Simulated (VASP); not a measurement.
Runs of VASP 6.6.1 on TiB4. The structure is that of space group P-43m (No. 215), or close to it. The cells are those of the table. 

```csv
task,cell,k mesh,cutoff (eV),gap on the mesh (eV),pressure (GPa),largest force (eV/Å)
single point,"a = 3.747 Å, 5 atoms",6 × 6 × 6,520,none,0.1,(a)
single point,"a = 3.666 Å, 5 atoms",6 × 6 × 6,520,none,69.6,-
relaxation of cell and atoms,"relaxed from a = 3.747 Å, 5 atoms",10 × 10 × 10,600,none,-0.1,-
single point,"a = 3.748 Å, 5 atoms",10 × 10 × 10,520,none,0.0,(b)
```

Alike in all rows: level PBE; potentials or basis VASP PAW PBE potentials, release 64 (Ti_sv, B); no spin polarisation; smearing gaussian 0.1 eV.

Question: Fill in the values left out.

Answer: (a) 0.01; (b) 0.02.

A gap of «none» marks levels without a gap at the run's occupations.
